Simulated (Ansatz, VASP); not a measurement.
## One calculation of TiCo3, two programs

INCAR

```
PREC = Accurate
ENCUT = 520
EDIFF = 1E-6
ISMEAR = 1
SIGMA = 0.5
LREAL = F
LASPH = T
NELM = 150
ALGO = Normal
ISIF = 2
LWAVE = F
LCHARG = T
ISPIN = 2
MAGMOM = -0.42 1.21 1.21 1.21
LORBIT = 11
LMAXMIX = 4
GGA = PS
LELF = T
LVHAR = T
NBANDS = 32
```

The input KPOINTS:

```
Automatic mesh
0
Gamma
  12 12 12
```

POSCAR

```
TiCo3
1.0
    3.6140000000      0.0000000000      0.0000000000
    0.0000000000      3.6140000000      0.0000000000
    0.0000000000      0.0000000000      3.6140000000
Ti Co
1 3
Direct
    0.0000000000      0.0000000000      0.0000000000
    0.0000000000      0.5000000000      0.5000000000
    0.5000000000      0.0000000000      0.5000000000
    0.5000000000      0.5000000000      0.0000000000
```

Input for Ansatz:

```yaml
crystal:
  lattice:
    - [3.614, 0.0, 0.0]
    - [0.0, 3.614, 0.0]
    - [0.0, 0.0, 3.614]
  atoms:
    - { symbol: Ti, position: [0.0, 0.0, 0.0], spin: -0.42 }
    - { symbol: Co, position: [0.0, 0.5, 0.5], spin: 1.21 }
    - { symbol: Co, position: [0.5, 0.0, 0.5], spin: 1.21 }
    - { symbol: Co, position: [0.5, 0.5, 0.0], spin: 1.21 }
basis:
  ecutwfc: 420
kpoints:
  mp_grid: { grid: [12, 12, 12] }
hamiltonian:
  xc: pbesol
scf:
  occupations: { method: cold, width: 0.5 }
output:
  forces: true
  stress: true
  eigenvalues: true
  populations: true
magnetization:
  spin_polarized: true
```

Alike in both runs: task single point; functional PBEsol; k mesh 12 × 12 × 12; collinear spin.

```csv
,VASP,Ansatz
version,VASP 6.6.1,Ansatz 0.2.0
potentials or method,"VASP PAW PBE potentials, release 64 (Ti_sv, Co), cutoff 520 eV","scalar-relativistic, plane waves, PAW"
occupations,"methfessel-paxton of order 1, width 0.5 eV","cold, width 0.5 eV"
valence electrons in the cell,39,63
```

```csv
,VASP,Ansatz,Ansatz less VASP
gap on the k mesh at the Fermi level (eV),none,none,-
pressure (GPa),-11.2,-11.0,+0.19
net moment per atom (μB),0.64,0.66,+0.025
size of the moment on the site where the two differ most (μB),1.02,1.08,+0.062
```

VASP's potentials were made for PBE, not for PBEsol. Site moments also hang on the region over which each program counts them. A gap of «none» marks a metal or a gap that the smearing closes. VASP's potentials hold 39 valence electrons a cell and Ansatz's 63, so a difference there can come from the potentials and not from the codes. Ansatz's warnings: stability check not made.
